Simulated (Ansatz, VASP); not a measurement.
# Two plane-wave programs on Cr

```xyz
1
Lattice="-1.3942 1.3942 1.3942 1.3942 -1.3942 1.3942 1.3942 1.3942 -1.3942" Properties=species:S:1:pos:R:3 pbc="T T T"
Cr    0.0000    0.0000    0.0000
```

Alike in both runs: task single point; functional LDA; k mesh 16 × 16 × 16; no spin polarisation.

|  | VASP | Ansatz |
| --- | --- | --- |
| version | VASP 6.6.1 | Ansatz 0.2.0 |
| potentials or method | VASP PAW LDA potentials, release 64 (Cr_pv), cutoff 500 eV | plane waves (420 eV) with PAW, scalar-relativistic |
| occupations | methfessel-paxton of order 1, width 0.01 eV | cold, width 0.01 eV |
| valence electrons in the cell | 12 | 14 |

```csv
,VASP,Ansatz,Ansatz less VASP
pressure (GPa),0.0,0.0,-0.01
```

Ansatz warns that its potentials were made for another functional, while VASP's fit it. LDA's correlation is that of Perdew and Zunger in VASP and of Perdew and Wang (1992) in Ansatz. VASP's potentials hold 12 valence electrons a cell and Ansatz's 14, so a difference there can come from the potentials and not from the codes.
